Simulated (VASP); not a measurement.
Set up this calculation in VASP 6.6.1, as the native input.

```yaml
Task: single point
Functional: PBE
Potentials_or_basis: VASP PAW PBE potentials, release 64 (Al, Ga_d, As)
Cutoff: 520 eV
k_mesh: 4 × 4 × 1
Occupations: gaussian, width 0.1 eV
Spin: no spin polarisation
Dipole_correction: no
Further_INCAR_settings: ALGO = Normal; EDIFF = 1e-06; NBANDS = 61
```

The structure of AlGa5As6 lies in POSCAR:

```
AlGa5As6
1.0
    4.0614933000      0.0000000000      0.0000000000
    0.0000000000      4.0614933000      0.0000000000
    0.0000000000      0.0000000000     17.2192632000
Al Ga As
1 5 6
Direct
    0.0000000000      0.0000000000      0.5000000000
    0.0000000000      0.0000000000      0.8331720000
    0.5000000000      0.5000000000      0.0000000000
    0.0000000000      0.0000000000      0.1668280000
    0.5000000000      0.5000000000      0.3335930000
    0.5000000000      0.5000000000      0.6664070000
    0.5000000000      0.0000000000      0.9165850000
    0.0000000000      0.5000000000      0.0834150000
    0.5000000000      0.0000000000      0.2501970000
    0.0000000000      0.5000000000      0.4173250000
    0.5000000000      0.0000000000      0.5826750000
    0.0000000000      0.5000000000      0.7498030000
```

One way to write it, as run:

INCAR

```
SYSTEM = AlGa5As6
ALGO = Normal ; EDIFF = 1E-6
ENCUT = 520 ; GGA = PE
ISIF = 2 ; ISMEAR = 0
LASPH = .TRUE. ; LCHARG = .TRUE.
LELF = .TRUE. ; LREAL = .FALSE.
LVHAR = .TRUE. ; LWAVE = .FALSE.
NBANDS = 61 ; NELM = 80
PREC = Accurate ; SIGMA = 0.1
```

KPOINTS

```
k-points
0
G
  4 4 1
  0 0 0
```

Potentials or basis: VASP PAW PBE potentials, release 64 (Al, Ga_d, As).

Command:

```sh
$ cat potpaw_PBE.64/Al/POTCAR potpaw_PBE.64/Ga_d/POTCAR potpaw_PBE.64/As/POTCAR > POTCAR
$ mpirun -np 1 vasp_std > vasp.out
```

Results of the run:

The pressure is 0.2 GPa, the largest force is 0.022 eV/Å and the band gap on the k mesh is 0.40 eV, direct.

Run time: 3 min on 1 thread of Intel Xeon 6975P-C (shared host), peak memory 0.36 GiB.
